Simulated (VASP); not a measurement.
Write the native input for VASP 6.6.1 that does the following.

```yaml
Task: relaxation of cell and atoms
Functional: PBEsol
Potentials_or_basis: VASP PAW PBE potentials, release 64 (Bi_d, Te)
Cutoff: 600 eV
k_mesh: 12 × 12 × 12
Occupations: gaussian, width 0.1 eV
Spin: no spin polarisation
Dipole_correction: no
Further_INCAR_settings: ALGO = Normal; EDIFF = 1e-06; IBRION = 2; EDIFFG = -0.005; NSW = 100; ISIF = 3
```

The structure of BiTe lies in POSCAR:

```
BiTe
1.0
    2.4227077728      1.3987509848      3.3172919545
   -2.4227077728      1.3987509848      3.3172919545
    0.0000000000     -2.7975019696      3.3172919545
Bi Te
1 1
Direct
    0.5000000000      0.5000000000      0.5000000000
    0.0000000000      0.0000000000      0.0000000000
```

These files were run (other wordings do the same):

INCAR

```
SYSTEM = BiTe
  ALGO = Normal
  EDIFF = 1E-6
  EDIFFG = -0.005
  ENCUT = 600
  GGA = PS
  IBRION = 2
  ISIF = 3
  ISMEAR = 0
  LASPH = .TRUE.
  LCHARG = .FALSE.
  LREAL = .FALSE.
  LWAVE = .FALSE.
  NELM = 80
  NSW = 100
  PREC = Accurate
  SIGMA = 0.1
```

KPOINTS

```
k-points
0
G
  12 12 12
  0 0 0
```

Potentials or basis: VASP PAW PBE potentials, release 64 (Bi_d, Te).

Run with:

```sh
$ cat potpaw_PBE.64/Bi_d/POTCAR potpaw_PBE.64/Te/POTCAR > POTCAR
$ mpirun -np 1 vasp_std > vasp.out
```

Results of the run:

| Property | Result |
| --- | --- |
| Relaxed volume | 31.86 Å³/atom |
| Relaxed cell | a = 4.227 Å, b = 4.227 Å, c = 4.227 Å, α = 69.20°, β = 69.20°, γ = 69.20° |
| Space group after relaxing (to 0.05 Å) | R-3m (No. 166) |
| Energy gained by relaxing | 14.9 meV/atom |
| Ionic steps | 7 |
| Pressure after relaxing | 0.0 GPa |

Caveat: the PAW data sets were made with another functional, which shifts forces and pressure a little.

It took 16 min on 1 thread of Oxide Virtual Turin-like Processor, with other jobs on the host, peak memory 0.37 GiB.
